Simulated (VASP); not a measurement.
**InP: single point with PBE0**

The system is InP.

```xyz
2
Lattice="0.0000 2.9531 2.9531 2.9531 0.0000 2.9531 2.9531 2.9531 0.0000" Properties=species:S:1:pos:R:3 pbc="T T T"
In    0.0000    0.0000    0.0000
P     1.4766    1.4766    1.4766
```

| Item | Value |
| --- | --- |
| Program | VASP 6.6.1 |
| Task | single point |
| Functional | PBE0 |
| Potentials or basis | VASP PAW PBE potentials, release 64 (In_d, P) |
| Cutoff | 400 eV |
| k mesh | 6 × 6 × 6 |
| Occupations | gaussian, width 0.02 eV |
| Spin | no spin polarisation |
| Dipole correction | no |
| Grid for exact exchange (PRECFOCK) | Normal |
| Further INCAR settings | ALGO = Normal; EDIFF = 1e-06; NBANDS = 16 |
| Share of exact exchange | 0.25 |

```json
{
 "Pressure": "-0.6 GPa",
 "Band gap on the k mesh": "1.99 eV"
}
```

Levels at points of the mesh, in eV from the valence-band top:
```tsv
k point	band 6	band 7	band 8	band 9	band 10	band 11	band 12	band 13
(0.00, 0.00, 0.00)	-12.67	0.00	0.00	0.00	1.99	5.61	5.61	5.61
(0.50, 0.00, 0.00)	-10.87	-6.21	-1.05	-1.05	2.85	6.35	6.35	8.68
(0.50, 0.50, 0.00)	-10.19	-6.22	-2.50	-2.50	3.06	3.67	10.98	11.48
```

It took 59 min on 1 thread of Intel Xeon 8259CL, with other jobs on the host, peak memory 0.17 GiB.

Caveat: the PAW data sets were made with another functional, which shifts forces and pressure a little; spin-orbit coupling is left out, which moves the levels of the heavy elements.
